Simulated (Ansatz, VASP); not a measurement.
# One calculation of GaAs3, two programs

```
Ga As
1.0
     6.53074    0.00000    0.00000
    -3.26537    5.65578    0.00000
     0.00000    0.00000    4.96642
Ga As
2 6
Direct
  0.33333 0.66667 0.50000
  0.66667 0.33333 0.50000
  0.34580 0.00000 0.14538
  0.00000 0.34580 0.14538
  0.65420 0.65420 0.14538
  0.00000 0.65420 0.85462
  0.65420 0.00000 0.85462
  0.34580 0.34580 0.85462
```

Change from the starting cell: species swapped into the Ag3O type (P-31m, No. 162).

Alike in both runs: functional PBE; k mesh 6 × 6 × 8; occupations gaussian, width 0.1 eV; no spin polarisation.

Ansatz relaxed the structure, and its values are those at the end. VASP's run is a single point on that final structure, the one shown.

|  | VASP | Ansatz |
| --- | --- | --- |
| version | VASP 6.6.1 | Ansatz 0.2.0 |
| potentials or method | VASP PAW PBE potentials, release 64 (Ga_d, As), cutoff 520 eV | scalar-relativistic, plane waves, PAW |
| valence electrons in the cell | 56 | 116 |

```tsv
	VASP	Ansatz	Ansatz less VASP
gap on the k mesh at the Fermi level (eV)	none	none	-
pressure (GPa)	0.2	0.0	-0.18
rms of the force components (eV/Å)	0.020	0.001	-0.0184
```

A gap of «none» marks a metal or a gap that the smearing closes. VASP's potentials hold 56 valence electrons a cell and Ansatz's 116, so a difference there can come from the potentials and not from the codes.
